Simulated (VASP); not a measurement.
# P (Fd-3m) in VASP: notebook

P is run at these levels: PBE; tasks: single point.

Everything below comes from runs of VASP 6.6.1. Logs are shortened: lines on timing, memory, paths and dates and some standing lists are left out, and cuts for length are marked.

## (1) The cell of the first run

Symmetry: Fd-3m, No. 227, cubic system. The conventional cell has a = 4.873 Å, b = 4.873 Å, c = 4.873 Å, α = 90.00°, β = 90.00°, γ = 90.00°. P (site symmetry -43m) has 4 P at 2.11 Å within 2.8 Å.

This isn't the form of P at room conditions, which is orthorhombic.

## (2) Single point, PBE (14.46 Å³/atom)

The input, INCAR:

```
PREC = Accurate
ENCUT = 520
EDIFF = 1E-6
ISMEAR = -1
SIGMA = 0.1
LREAL = F
LASPH = T
NELM = 100
ALGO = Normal
ISIF = 2
LWAVE = F
LCHARG = T
GGA = PE
LELF = T
LVHAR = T
NBANDS = 12
```

The input, KPOINTS:

```
Automatic mesh
0
Gamma
  12 12 12
```

The input, POSCAR:

```
P
1.0
    0.0000000000      2.4365101864      2.4365101864
    2.4365101864      0.0000000000      2.4365101864
    2.4365101864      2.4365101864      0.0000000000
P
2
Direct
   -0.1250000000     -0.1250000000     -0.1250000000
    0.1250000000      0.1250000000      0.1250000000
```

Potentials or basis: VASP PAW PBE potentials, release 64 (P).

Run with:

```
$ cat potpaw_PBE.64/P/POTCAR > POTCAR
$ mpirun -np 1 vasp_std > vasp.out
```

OUTCAR:

```text
PREC = Accurate
   ENCUT = 520
   EDIFF = 1E-6
   ISMEAR = -1
   LREAL = F
   LASPH = T
   NELM = 100
   ISIF = 2
   GGA = PE

 ion  position               nearest neighbor table
   1  0.875  0.875  0.875-   2 2.11   2 2.11   2 2.11   2 2.11
   2  0.125  0.125  0.125-   1 2.11   1 2.11   1 2.11   1 2.11

  LATTYP: Found a face centered cubic cell.
 ALAT       =     4.8730203728

  Lattice vectors:

 A1 = (   0.0000000000,   2.4365101864,   2.4365101864)
 A2 = (   2.4365101864,   0.0000000000,   2.4365101864)
 A3 = (   2.4365101864,   2.4365101864,   0.0000000000)

Analysis of symmetry for initial positions (statically):
=====================================================================
 Subroutine PRICEL returns:
 Original cell was already a primitive cell.

 Routine SETGRP: Setting up the symmetry group for a
 face centered cubic supercell.

 Subroutine GETGRP returns: Found 48 space group operations
 (whereof 12 operations were pure point group operations)
 out of a pool of 48 trial point group operations.

The static configuration has the point symmetry D_3d.
 The point group associated with its full space group is O_h .

Analysis of symmetry for dynamics (positions and initial velocities):
=====================================================================
 Subroutine PRICEL returns:
 Original cell was already a primitive cell.

 Routine SETGRP: Setting up the symmetry group for a
 face centered cubic supercell.

 Subroutine GETGRP returns: Found 48 space group operations
 (whereof 12 operations were pure point group operations)
 out of a pool of 48 trial point group operations.

The dynamic configuration has the point symmetry D_3d.
 The point group associated with its full space group is O_h .

 Subroutine INISYM returns: Found 48 space group operations
 (whereof 12 operations are pure point group operations),
 and found     1 'primitive' translations

----------------------------------------------------------------------------------------

                                     Primitive cell

  volume of cell :      28.9291

  direct lattice vectors                    reciprocal lattice vectors
     0.000000000  2.436510186  2.436510186    -0.205211537  0.205211537  0.205211537
     2.436510186  0.000000000  2.436510186     0.205211537 -0.205211537  0.205211537
[... 93 lines left out ...]
   POTIM  = 0.5000    time-step for ionic-motion
   TEBEG  =    0.0;   TEEND  =   0.0 temperature during run
   PSTRESS=    0.0 pullay stress
   NELECT =      10.0000    total number of electrons
   NUPDOWN=      -1.0000    fix difference up-down
   EMIN   =  10.00;   EMAX   =-10.00  energy-range for DOS
   EFERMI =   0.00;   METHOD = LEGACY
   ISMEAR =    -1;   SIGMA  =   0.10  broadening in eV -4-tet -1-fermi 0-gaus
   EFERMI_NEDOS =   21; number of points for ismear=-14 and -15
   IALGO  =     38    algorithm
   IMIX   =      4    mixing-type and parameters
     AMIX     =   0.40;   BMIX     =  1.00
     AMIX_MAG =   1.60;   BMIX_MAG =  1.00
  volume/ion in A,a.u.               =      14.46        97.61
  Fermi-wavevector in a.u.,A,eV,Ry     =   1.148938  2.171178 17.960487  1.320059
  Thomas-Fermi vector in A             =   2.285610
   LORBIT       =      0    0 simple, 1 ext, 2 COOP (PROOUT), +10 PAW based schemes
   GGA     = PE    functional components
   LHFCALC =     F    Hartree Fock is set to
   AEXX    =    0.0000 exact exchange contribution
   IVDW    =     0    specifies the selected vdW correction
   LEPSILON=     F    determine dielectric tensor
   LRPA    =     F    only Hartree local field effects (RPA)
 non-spin polarized calculation
  energy-cutoff  :      520.00
  volume of cell :       28.93
 maximum number of plane-waves:       794
 NGX is ok and might be reduce to    28
   NGX = 13   NGY = 13   NGZ = 13

 number of electron      10.0000000 magnetization

 number of electron       9.9999999 magnetization

 Free energy of the ion-electron system (eV)
  ---------------------------------------------------
  ext. energy  EPLUGINS =         0.00000000
  ---------------------------------------------------
  free energy    TOTEN  =        -8.81587567 eV

  energy without entropy =       -8.78367061  energy(sigma->0) =       -8.79977314

 E-fermi :  10.4253     XC(G=0): -11.0948

 val. band max:       10.4011405499   @ k =   0.5000   0.3333   0.1667
 cond. band min:      10.4666206182   @ k =  -0.1667   0.1667   0.0000
 fundamental gap:      0.0654800683
 Fermi energy:        10.4253302900

 k-point     1 :       0.0000    0.0000    0.0000
  band No.  band energies     occupation
      1      -7.9337      2.00000
      2       6.3420      2.00000
      3       6.3420      2.00000
      4       6.3420      2.00000
      5       9.9466      1.98346
      6       9.9466      1.98346
      7       9.9466      1.98346
      8      10.4910      0.68293
      9      16.6312      0.00000
     10      16.6312      0.00000
     11      17.2938      0.00000
     12      21.3337      0.00000
[... 331 lines left out ...]
 k-point    24 :      -0.4167    0.1667    0.0000
  band No.  band energies     occupation
      1      -4.8624      2.00000
      2      -1.5895      2.00000
      3       2.9961      2.00000
      4       4.5481      2.00000
      5       9.6449      1.99918
      6      11.7902      0.00000
      7      12.3103      0.00000
      8      16.6185      0.00000
      9      17.2962      0.00000
     10      17.7983      0.00000
     11      21.1603      0.00000
     12      23.4799      0.00000

 [... further k-points ...]

------------------------ aborting loop because EDIFF is reached ----------------------------------------

  FORCE on cell =-STRESS in cart. coord.  units (eV):
  Direction    XX          YY          ZZ          XY          YZ          ZX
  --------------------------------------------------------------------------------------
  -------------------------------------------------------------------------------------
  Total        5.4966597      5.4966597      5.4966597      0.0000000     -0.0000000      0.0000000
  in kB      304.4210931    304.4210931    304.4210931      0.0000000     -0.0000000      0.0000000
  external PRESSURE =     304.4210931 kB  Pullay stress =       0.0000000 kB

 VOLUME and BASIS-vectors are now :
 -----------------------------------------------------------------------------
  energy-cutoff  :      520.00
  volume of cell :       28.93
      direct lattice vectors                 reciprocal lattice vectors
     0.000000000  2.436510186  2.436510186    -0.205211537  0.205211537  0.205211537
     2.436510186  0.000000000  2.436510186     0.205211537 -0.205211537  0.205211537
     2.436510186  2.436510186  0.000000000     0.205211537  0.205211537 -0.205211537

 POSITION                                       TOTAL-FORCE (eV/Angst)
 -----------------------------------------------------------------------------------
      4.26389      4.26389      4.26389        -0.000000     -0.000000     -0.000000
      0.60913      0.60913      0.60913         0.000000      0.000000      0.000000
 -----------------------------------------------------------------------------------
    total drift:                               -0.000000     -0.000000     -0.000000

  FREE ENERGIE OF THE ION-ELECTRON SYSTEM (eV)
  ---------------------------------------------------
  free  energy   TOTEN  =        -8.8158756691 eV

  energy  without entropy=       -8.7836706124  energy(sigma->0) =       -8.79977314
```

OSZICAR:

```text
N       E                     dE             d eps       ncg     rms          rms(c)
DAV:   1     0.196173681436E+02    0.19617E+02   -0.45433E+03  1728   0.723E+02
DAV:   2    -0.797722346571E+01   -0.27595E+02   -0.26379E+02  2356   0.116E+02
DAV:   3    -0.895376652174E+01   -0.97654E+00   -0.96971E+00  2244   0.197E+01
DAV:   4    -0.895995389133E+01   -0.61874E-02   -0.61857E-02  2108   0.187E+00
DAV:   5    -0.896000536193E+01   -0.51471E-04   -0.51469E-04  2260   0.162E-01    0.115E+01
DAV:   6    -0.886134338597E+01    0.98662E-01   -0.45732E-02  2012   0.108E+00    0.691E+00
DAV:   7    -0.881646992442E+01    0.44873E-01   -0.81455E-02  2056   0.150E+00    0.182E-01
DAV:   8    -0.881587402225E+01    0.59590E-03   -0.46357E-03  2008   0.417E-01    0.785E-02
DAV:   9    -0.881587370120E+01    0.32105E-06   -0.70986E-05  2188   0.585E-02    0.552E-02
DAV:  10    -0.881587622103E+01   -0.25198E-05   -0.27825E-06  2024   0.125E-02    0.161E-02
DAV:  11    -0.881587566911E+01    0.55192E-06   -0.44539E-07  1256   0.372E-03
   1 F= -.88158757E+01 E0= -.87997731E+01  d E =-.322051E-01
```

stdout:

```text
POSCAR found type information on POSCAR P
 POSCAR found :  1 types and       2 ions
 scaLAPACK will be used
 LDA part: xc-table for (Slater+PW92), standard interpolation
 POSCAR, INCAR and KPOINTS ok, starting setup
 FFT: planning ... GRIDC
 FFT: planning ... GRID_SOFT
 FFT: planning ... GRID
 WAVECAR not read
 entering main loop
```

Wall time 40 s (1 thread of Intel Xeon 8259CL, shared host); peak memory 0.16 GiB.

Results:

- Free energy: -8.8159 eV
- Pressure: 30.4 GPa
- Band gap on the k mesh: zero (bands 5 and 6 overlap by 4.17 eV)

Levels at points of the mesh, in eV from the Fermi level:
```
           k point  band 1  band 2  band 3  band 4  band 5  band 6  band 7  band 8  band 9  band 10
(0.00, 0.00, 0.00)  -18.36   -4.08   -4.08   -4.08   -0.48   -0.48   -0.48    0.07    6.21     6.21
(0.50, 0.00, 0.00)  -15.62  -12.21   -5.46   -5.46   -1.76    0.68    0.68    6.51    9.54     9.54
(0.50, 0.50, 0.00)  -13.42  -13.42   -7.30   -7.30   -2.36   -2.36    8.27    8.27    9.89     9.89
```

Caveat: the cell stands under pressure.

## (3) Single point, PBE (16.53 Å³/atom)

This run uses another cell than the first one, of 16.53 Å³/atom.

The input, INCAR:

```
PREC = Accurate ; ENCUT = 520
EDIFF = 1E-6 ; ISMEAR = -1
SIGMA = 0.1 ; LREAL = False
LASPH = True ; NELM = 60
ALGO = Normal ; ISIF = 2
LWAVE = False ; LCHARG = False
GGA = PE ; NBANDS = 12
```

The input, KPOINTS:

```
regular mesh
0
Gamma
  12 12 12
```

The input, POSCAR:

```
P
1.0
    0.0000000000      2.5474101822      2.5474101822
    2.5474101822      0.0000000000      2.5474101822
    2.5474101822      2.5474101822      0.0000000000
P
2
Direct
   -0.1250000000     -0.1250000000     -0.1250000000
    0.1250000000      0.1250000000      0.1250000000
```

Potentials or basis: VASP PAW PBE potentials, release 64 (P).

Run with:

```
$ cat potpaw_PBE.64/P/POTCAR > POTCAR
$ mpirun -np 1 vasp_std > vasp.out
```

Run time: 26 s. Hardware: 1 thread of Intel Xeon 8259CL, shared host; peak memory 0.16 GiB.

It converged, with:

* Free energy: -9.3641 eV
* Pressure: 14.2 GPa
* Band gap on the k mesh: zero (bands 5 and 6 overlap by 3.96 eV)

Levels at points of the mesh, in eV from the Fermi level:
```
           k point  band 2  band 3  band 4  band 5  band 6  band 7  band 8  band 9
(0.00, 0.00, 0.00)   -3.77   -3.77   -3.77   -1.53   -0.33   -0.33   -0.33    6.38
(0.50, 0.00, 0.00)  -11.30   -5.01   -5.01   -2.12    0.90    0.90    6.29    9.17
(0.50, 0.50, 0.00)  -12.69   -6.62   -6.62   -1.91   -1.91    7.15    7.15    9.69
```

Caveat: the cell stands under pressure.
